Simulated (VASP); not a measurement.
Write the native input for VASP 6.6.1 that does the following.

```yaml
Task: single point
Functional: r2SCAN
Potentials_or_basis: VASP PAW PBE potentials, release 64 (Mn_pv, S)
Cutoff: 520 eV
k_mesh: 12 × 12 × 12
Occupations: gaussian, width 0.05 eV
Spin: collinear spin, ferromagnetic start
Starting_moments: "[5.0, 0.0] μB"
Dipole_correction: no
Further_INCAR_settings: ALGO = Normal; EDIFF = 1e-06; NBANDS = 20
```

The system is MnS.

```
Mn S
1.0
     0.00000    2.54258    2.54258
     2.54258    0.00000    2.54258
     2.54258    2.54258    0.00000
Mn S
1 1
Direct
  0.00000 0.00000 0.00000
  0.50000 0.50000 0.50000
```

The input as run:

POSCAR

```
MnS
1.0
    0.0000000000      2.5425828058      2.5425828058
    2.5425828058      0.0000000000      2.5425828058
    2.5425828058      2.5425828058      0.0000000000
Mn S
1 1
Direct
    0.0000000000      0.0000000000      0.0000000000
    0.5000000000      0.5000000000      0.5000000000
```

INCAR.step1

```
  PREC = Accurate
  ENCUT = 520
  ISMEAR = 0
  SIGMA = 0.05
  LREAL = False
  LASPH = True
  NELM = 150
  ISPIN = 2
  MAGMOM = 5 0
  LMAXMIX = 4
  NBANDS = 20
  GGA = PE
  ALGO = Normal
  EDIFF = 1E-4
  LWAVE = True
  LCHARG = False
```

INCAR.step2

```
  PREC = Accurate
  ENCUT = 520
  EDIFF = 1E-6
  ISMEAR = 0
  SIGMA = 0.05
  LREAL = False
  LASPH = True
  NELM = 150
  ALGO = Normal
  ISIF = 2
  LWAVE = False
  LCHARG = False
  ISPIN = 2
  MAGMOM = 5 0
  LORBIT = 11
  LMAXMIX = 4
  METAGGA = R2SCAN
  LMIXTAU = True
  NBANDS = 20
  ISTART = 1
```

KPOINTS

```
Automatic mesh
0
Gamma
  12 12 12
```

Potentials or basis: VASP PAW PBE potentials, release 64 (Mn_pv, S).

Command:

```bash
$ cat potpaw_PBE.64/Mn_pv/POTCAR potpaw_PBE.64/S/POTCAR > POTCAR
$ cp INCAR.step1 INCAR
$ mpirun -np 1 vasp_std > vasp.out
$ cp INCAR.step2 INCAR
$ mpirun -np 1 vasp_std > vasp.out
```

Results of the run:

| Item | Value |
| --- | --- |
| Pressure | 6.3 GPa |
| Net moment | 4.88 μB per cell |
| Site moments | Mn +4.41; S +0.14 μB |
| Valence electrons inside the program's atomic spheres | Mn 11.35; S 3.81 |

Caveat: the cell stands under pressure; the PAW data sets were made with another functional, which shifts forces and pressure a little; a cell with one magnetic atom can't hold antiferromagnetic order, which such compounds often take.

It took 5.3 min on 1 thread of Intel(R) Xeon(R) Platinum 8259CL CPU @ 2.50GHz (Skylake/Cascade Lake), with other jobs on the host, peak memory 0.23 GiB.
